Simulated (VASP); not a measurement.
Input of a VASP 6.6.1 run:

INCAR

```
PREC     = Accurate       # precision mode
ENCUT    = 520            # plane-wave cutoff, eV
EDIFF    = 1E-7           # SCF threshold, eV
ISMEAR   = 0              # smearing method
SIGMA    = 0.1            # smearing width, eV
LREAL    = False          # projectors in reciprocal space
LASPH    = True           # aspherical terms in the spheres
NELM     = 150            # most SCF steps
ALGO     = Normal         # electronic algorithm
ISIF     = 2              # what is computed and relaxed
LWAVE    = False          # write WAVECAR
LCHARG   = False          # write CHGCAR
ISPIN    = 2              # spin polarisation
MAGMOM   = 0 0.54 -0.14   # initial moments
LORBIT   = 11             # projections on sites
LMAXMIX  = 4              # l up to which the mixer works
GGA      = PE             # functional
NBANDS   = 32             # bands
KPAR     = 4
```

The input KPOINTS:

```
Automatic mesh
0
Gamma
  14 14 10
```

File POSCAR:

```
GeMo2
1.0
    3.5621953533      0.0000000000      0.0000000000
    0.0000000000      3.5621953533      0.0000000000
    0.0000000000      0.0000000000      4.9588032858
Ge Mo
1 2
Direct
    0.5000000000      0.5000000000      0.0000000000
    0.0000000000      0.0000000000      0.5000000000
    0.5000000000      0.5000000000      0.5000000000
```

Potentials or basis: VASP PAW PBE potentials, release 64 (Ge_d, Mo_sv).

Run with:

```console
$ cat potpaw_PBE.64/Ge_d/POTCAR potpaw_PBE.64/Mo_sv/POTCAR > POTCAR
$ mpirun -np 4 vasp_std > vasp.out
```

Estimate the net moment.

0.00 μB per cell.

Predict the pressure.

0.3 GPa.

Estimate the band gap on the k mesh.

zero (filled and empty bands overlap).

Stress tensor (GPa, compression positive):
```
0.30 0.00 0.00
0.00 0.30 0.00
0.00 0.00 0.21
```
